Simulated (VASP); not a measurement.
Runs of VASP 6.6.1 on MoS2. The structure is that of space group P6_3/mmc (No. 194), or close to it. The cells are those of the table. 

```csv
cell,gap on the mesh (eV),pressure (GPa),largest force (eV/Å)
"a = 3.365, b = 3.365, c = 11.222 Å, angles 90.0, 90.0, 120.0°, 6 atoms",none,-1.5,1.66
"a = 3.309, b = 3.309, c = 11.872 Å, angles 90.0, 90.0, 120.0°, 6 atoms",none,-5.3,0.59
"a = 3.391, b = 3.391, c = 11.309 Å, angles 90.0, 90.0, 120.0°, 6 atoms",none,-4.6,1.29
"a = 3.416, b = 3.416, c = 11.395 Å, angles 90.0, 90.0, 120.0°, 6 atoms",none,(a),0.94
"a = 3.219, b = 3.219, c = 11.975 Å, angles 90.0, 90.0, 120.0°, 6 atoms",(b),0.8,0.94
```

Alike in all rows: task single point; level PBEsol; potentials or basis VASP PAW PBE potentials, release 64 (Mo_sv, S); no spin polarisation; k mesh 12 × 12 × 4; cutoff (eV) 520; smearing methfessel-paxton 0.2 eV.

Question: Fill in the values left out.

Answer: (a) -7.3; (b) 0.26.

Caveats: the PAW data sets were made with another functional, which shifts forces and pressure a little; this functional lacks dispersion, which binds layers or chains, so the pressure and a relaxed spacing across them are unreliable (at least some runs); the stress differs along the axes, from -10 to 16 GPa (at least some runs); the stress differs along the axes, from -11 to 6 GPa (at least some runs); the stress differs along the axes, from -13 to 12 GPa (at least some runs); the stress differs along the axes, from -15 to 9 GPa (at least some runs); the stress differs along the axes, from -3 to 9 GPa (at least some runs).

A k mesh can miss the band edges, and the runs leave out spin-orbit coupling on Mo.

A gap of «none» marks levels without a gap at the run's occupations.
